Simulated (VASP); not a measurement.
A run of VASP 6.6.1 is set up as follows.

The input INCAR:

```
SYSTEM = PbO
ALGO = Normal
EDIFF = 1E-7
ENCUT = 520
GGA = PE
ISIF = 2
ISMEAR = -1
LASPH = .TRUE.
LCHARG = .FALSE.
LREAL = .FALSE.
LWAVE = .FALSE.
NBANDS = 50
NELM = 100
PREC = Accurate
SIGMA = 0.05
```

Contents of KPOINTS:

```
k-points
0
G
  5 5 6
  0 0 0
```

Contents of POSCAR:

```
PbO
1.0
    5.7560479748      0.0000000000      0.0000000000
    0.0000000000      5.3642135313      0.0000000000
    0.0000000000      0.0000000000      4.6461769136
Pb O
4 4
Direct
    0.7690000000      0.5140000000      0.2500000000
    0.2310000000      0.4860000000      0.7500000000
    0.7690000000      0.9860000000      0.7500000000
    0.2310000000      0.0140000000      0.2500000000
    0.1320000000      0.5820000000      0.2500000000
    0.8680000000      0.4180000000      0.7500000000
    0.1320000000      0.9180000000      0.7500000000
    0.8680000000      0.0820000000      0.2500000000
```

Potentials or basis: VASP PAW PBE potentials, release 64 (Pb_d, O).

Command:

```bash
$ cat potpaw_PBE.64/Pb_d/POTCAR potpaw_PBE.64/O/POTCAR > POTCAR
$ mpirun -np 1 vasp_std > vasp.out
```

**Question.** Predict the largest force.

**Answer.** 1.481 eV/Å.

**Question.** Estimate the band gap on the k mesh.

**Answer.** 2.01 eV (least direct gap 2.21 eV).

Forces on the atoms (eV/Å):
```
Pb  -1.297 -0.716  0.000
Pb   1.297  0.716  0.000
Pb  -1.297  0.716  0.000
Pb   1.297 -0.716  0.000
O    1.165  0.351  0.000
O   -1.165 -0.351  0.000
O    1.165 -0.351  0.000
O   -1.165  0.351  0.000
```

Caveat: spin-orbit coupling is left out, which moves the levels of the heavy elements; forces of over 1 eV/Å act on the atoms, so gaps and moduli don't describe the material at rest. A hybrid or GW would open this gap; PBE tends to underestimate it.
